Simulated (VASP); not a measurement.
Here is a VASP 6.6.1 calculation.

Contents of INCAR:

```
ALGO = Normal
EDIFF = 1E-6
ENCUT = 520
ISIF = 2
ISMEAR = 0
LASPH = T
LCHARG = F
LREAL = F
LWAVE = F
NBANDS = 12
NELM = 100
PREC = Accurate
SIGMA = 0.15
```

File KPOINTS:

```
k-points
0
Gamma
  16 16 16
```

File POSCAR:

```
Tl
1.0
    0.0000000000      2.4046827022      2.3430241714
    2.4046827022      0.0000000000      2.3430241714
    2.4046827022      2.4046827022      0.0000000000
Tl
1
Direct
    0.0000000000      0.0000000000      0.0000000000
```

Potentials or basis: VASP PAW LDA potentials, release 64 (Tl_d).

Run with:

```console
$ cat potpaw_LDA.64/Tl_d/POTCAR > POTCAR
$ mpirun -np 1 vasp_std > vasp.out
```

Q: Predict the pressure.

A: 0.0 GPa.

Stress tensor (GPa, compression positive):
```
-0.14  0.00  0.00
 0.00 -0.14  0.00
 0.00  0.00  0.16
```

Caveat: the cell differs from its parent crystal (strain -0.025 along x and y, -0.050 along z).
